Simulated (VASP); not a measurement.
Here is a VASP 6.6.1 calculation.

The input INCAR:

```
SYSTEM = MnSi4C
PREC = Accurate
ENCUT = 600
EDIFF = 1E-6
ISMEAR = 0
SIGMA = 0.1
LREAL = .False.
LASPH = .True.
NELM = 150
ALGO = Fast
ISIF = 3
LWAVE = .False.
LCHARG = .False.
ISPIN = 2
MAGMOM = 4 0 0 0 0 0
LORBIT = 11
LMAXMIX = 4
GGA = PE
IBRION = 2
NSW = 90
EDIFFG = -0.04
```

Contents of KPOINTS:

```
regular mesh
0
Gamma
  4 4 4
  0 0 0
```

The input POSCAR:

```
MnSi4C
1.0
    0.0000000000      3.6366808900      3.6366808900
    3.6366808900      0.0000000000      3.6366808900
    3.6366808900      3.6366808900      0.0000000000
Mn Si C
1 4 1
Direct
    0.7500000000      0.7500000000      0.7500000000
    0.8754939700      0.3748353400      0.3748353400
    0.3748353400      0.3748353400      0.3748353400
    0.3748353400      0.8754939700      0.3748353400
    0.3748353400      0.3748353400      0.8754939700
    0.0000000000      0.0000000000      0.0000000000
```

Potentials or basis: VASP PAW PBE potentials, release 64 (Mn_pv, Si, C).

The run is started by

```sh
$ cat potpaw_PBE.64/Mn_pv/POTCAR potpaw_PBE.64/Si/POTCAR potpaw_PBE.64/C/POTCAR > POTCAR
$ mpirun -np 1 vasp_std > vasp.out
```

(1) Estimate the site moments.

(2) Estimate the relaxed volume.

(3) What does it give for the relaxed cell?

(4) What does it give for the space group after relaxing (to 0.1 Å)?

Answers

(1) Mn +3.42; Si -0.01; C -0.23 μB.

(2) 13.66 Å³/atom.

(3) a = 4.875 Å, b = 4.875 Å, c = 4.875 Å, α = 60.00°, β = 60.00°, γ = 60.00°.

(4) F-43m (No. 216).

Caveat: the k points lie up to 0.39 Å⁻¹ apart in the final cell.
